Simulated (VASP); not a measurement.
Input of a VASP 6.6.1 run:

The input INCAR:

```
ALGO = Normal
EDIFF = 1E-7
EDIFFG = -0.01
ENCUT = 650
GGA = PS
GGA_COMPAT = F
IBRION = 2
ISIF = 2
ISMEAR = -1
LASPH = T
LCHARG = F
LREAL = F
LWAVE = F
NELM = 120
NELMIN = 4
NSW = 50
PREC = Accurate
SIGMA = 0.03
```

KPOINTS

```
k-points
0
Gamma
  9 9 9
```

Contents of POSCAR:

```
Li2S
1.0
    0.0000000000      2.0958455196      2.0958455196
    2.0958455196      0.0000000000      2.0958455196
    2.0958455196      2.0958455196      0.0000000000
Li S
2 1
Direct
    0.2500000000      0.2500000000      0.2500000000
    0.7500000000      0.7500000000      0.7500000000
    0.0000000000      0.0000000000      0.0000000000
```

Potentials or basis: VASP PAW PBE potentials, release 64 (Li_sv, S).

The run is started by

```bash
$ cat potpaw_PBE.64/Li_sv/POTCAR potpaw_PBE.64/S/POTCAR > POTCAR
$ mpirun -np 1 vasp_std > vasp.out
```

(1) Predict the band gap on the k mesh.

Answers

(1) 1.03 eV, indirect (least direct gap 4.50 eV).

Caveat: the relaxation stopped at its first step, so nothing moved.
